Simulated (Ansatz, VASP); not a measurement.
**Two plane-wave programs on ReOs3C**

Contents of INCAR:

```
PREC = Accurate
ENCUT = 600
EDIFF = 1E-7
ISMEAR = 0
SIGMA = 0.1
LREAL = F
LASPH = T
NELM = 120
ALGO = Normal
ISIF = 3
LWAVE = F
LCHARG = F
GGA = PE
IBRION = 2
NSW = 90
EDIFFG = -0.04
GGA_COMPAT = F
NELMIN = 4
```

File KPOINTS:

```
regular mesh
0
Gamma
  4 4 4
```

POSCAR

```
ReOs3C
1.0
    3.8851311499      0.0000000000      0.0000000000
    0.0000000000      3.8851311499      0.0000000000
    0.0000000000      0.0000000000      3.8851311499
Re Os C
1 3 1
Direct
    0.0000000000      0.0000000000      0.0000000000
    0.0000000000      0.5000000000      0.5000000000
    0.5000000000      0.0000000000      0.5000000000
    0.5000000000      0.5000000000      0.0000000000
    0.5000000000      0.5000000000      0.5000000000
```

Input for Ansatz:

```yaml
crystal:
  lattice:
    - [3.8851311499, 0.0, 0.0]
    - [0.0, 3.8851311499, 0.0]
    - [0.0, 0.0, 3.8851311499]
  atoms:
    - { symbol: Re, position: [0.0, 0.0, 0.0] }
    - { symbol: Os, position: [0.0, 0.5, 0.5] }
    - { symbol: Os, position: [0.5, 0.0, 0.5] }
    - { symbol: Os, position: [0.5, 0.5, 0.0] }
    - { symbol: C, position: [0.5, 0.5, 0.5] }
basis:
  ecutwfc: 420
kpoints:
  mp_grid: { grid: [4, 4, 4] }
hamiltonian:
  xc: pbe
scf:
  occupations: { method: gaussian, width: 0.1 }
  lower_state_search: "off"
output:
  forces: true
  stress: true
  eigenvalues: true
relax:
  adjacent_minimum: "off"
  f_tol: 0.04
  max_steps: 70
  cell: { stress_tol: 0.4 }
```

Alike in both runs: task relaxation of cell and atoms; functional PBE; k mesh 4 × 4 × 4; occupations gaussian, width 0.1 eV; no spin polarisation.

```csv
,VASP,Ansatz
version,VASP 6.6.1,Ansatz 0.2.0
potentials or method,"VASP PAW PBE potentials, release 64 (Re_sv_GW, Os_sv_GW, C), cutoff 600 eV","scalar-relativistic, plane waves, PAW"
valence electrons in the cell,67,67
```

|  | VASP | Ansatz | Ansatz less VASP |
| --- | --- | --- | --- |
| gap on the k mesh at the Fermi level, each at its own relaxed structure (eV) | none | none | - |
| relaxed volume (Å³/atom) | 13.11 | 13.15 | +0.039 |
| relaxed cell length with the largest relative difference (Å) | 4.032 | 4.036 | +0.0040 |

A gap of «none» marks a metal or a gap that the smearing closes.

The k mesh is coarse, so the values compare programs but aren't converged. Neither program's run includes spin-orbit coupling.
